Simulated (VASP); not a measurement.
Set up this calculation in VASP 6.6.1, as the native input.

```yaml
Task: single point
Functional: PBE
Potentials_or_basis: VASP PAW PBE potentials, release 64 (Au)
Cutoff: 520 eV
k_mesh: 22 × 22 × 22
Occupations: gaussian, width 0.1 eV
Spin: no spin polarisation
Dipole_correction: no
Further_INCAR_settings: ALGO = Fast; EDIFF = 1e-06; NBANDS = 12
```

The structure of Au lies in POSCAR:

```
Au
1.0
    2.5701207454     -1.4850994979      0.0704038344
    2.5701207454      1.4850994979      0.0704038344
   -1.7810859041      0.0000000000      2.3767940676
Au
1
Direct
    0.0000000000      0.0000000000      0.0000000000
```

This cell differs from its parent crystal: volume scaled by 1.03, then relaxed in part.

These files were run (other wordings do the same):

INCAR

```
SYSTEM = Au
PREC     = Accurate       ! precision mode
ENCUT    = 520            ! plane-wave cutoff, eV
EDIFF    = 1E-6           ! SCF threshold, eV
ISMEAR   = 0              ! smearing method
SIGMA    = 0.1            ! smearing width, eV
LREAL    = .FALSE.        ! projectors in reciprocal space
LASPH    = .TRUE.         ! aspherical terms in the spheres
NELM     = 60             ! most SCF steps
ALGO     = Fast           ! electronic algorithm
ISIF     = 2              ! what is computed and relaxed
LWAVE    = .FALSE.        ! write WAVECAR
LCHARG   = .FALSE.        ! write CHGCAR
GGA      = PE             ! functional
NBANDS   = 12             ! bands
```

KPOINTS

```
Automatic mesh
0
G
  22 22 22
  0 0 0
```

Potentials or basis: VASP PAW PBE potentials, release 64 (Au).

Run with:

```console
$ cat potpaw_PBE.64/Au/POTCAR > POTCAR
$ mpirun -np 1 vasp_std > vasp.out
```

Results of the run:

| Quantity | Value |
| --- | --- |
| Pressure | -3.9 GPa |

Run time: 4.4 min on 1 thread of Intel Xeon 6975P-C, with other jobs on the host, peak memory 0.68 GiB.
